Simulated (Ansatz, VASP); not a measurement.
## CaS: VASP beside Ansatz

INCAR

```
PREC     = Accurate       # precision mode
ENCUT    = 500            # plane-wave cutoff, eV
EDIFF    = 1E-6           # SCF threshold, eV
ISMEAR   = 0              # smearing method
SIGMA    = 0.02           # smearing width, eV
LREAL    = False          # projectors in reciprocal space
LASPH    = True           # aspherical terms in the spheres
NELM     = 120            # most SCF steps
ALGO     = Normal         # electronic algorithm
ISIF     = 2              # what is computed and relaxed
LWAVE    = False          # write WAVECAR
LCHARG   = False          # write CHGCAR
GGA      = PE             # functional
NBANDS   = 15             # bands
GGA_COMPAT= False
```

KPOINTS

```
regular mesh
0
Gamma
  8 8 8
```

File POSCAR:

```
CaS
1.0
    0.0000000000      2.7975099539      2.7975099539
    2.7975099539      0.0000000000      2.7975099539
    2.7975099539      2.7975099539      0.0000000000
Ca S
1 1
Direct
    0.0000000000      0.0000000000      0.0000000000
    0.5000000000      0.5000000000      0.5000000000
```

Input for Ansatz:

```yaml
crystal:
  lattice:
    - [0.0, 2.7975099539, 2.7975099539]
    - [2.7975099539, 0.0, 2.7975099539]
    - [2.7975099539, 2.7975099539, 0.0]
  atoms:
    - { symbol: Ca, position: [0.0, 0.0, 0.0] }
    - { symbol: S, position: [0.5, 0.5, 0.5] }
basis:
  ecutwfc: 420
kpoints:
  mp_grid: { grid: [8, 8, 8] }
hamiltonian:
  xc: pbe
scf:
  occupations: { method: gaussian, width: 0.02 }
output:
  forces: true
  stress: true
  eigenvalues: true
```

Alike in both runs: task single point; functional PBE; k mesh 8 × 8 × 8; occupations gaussian, width 0.02 eV; no spin polarisation.

|  | VASP | Ansatz |
| --- | --- | --- |
| version | VASP 6.6.1 | Ansatz 0.2.0 |
| potentials or method | VASP PAW PBE potentials, release 64 (Ca_sv, S), cutoff 500 eV | scalar-relativistic, plane waves, PAW |
| valence electrons in the cell | 16 | 16 |

```csv
,VASP,Ansatz,Ansatz less VASP
gap on the k mesh at the Fermi level (eV),2.23,2.23,+0.007
least direct gap on the mesh (eV),3.07,3.08,+0.006
pressure (GPa),4.2,4.0,-0.19
```
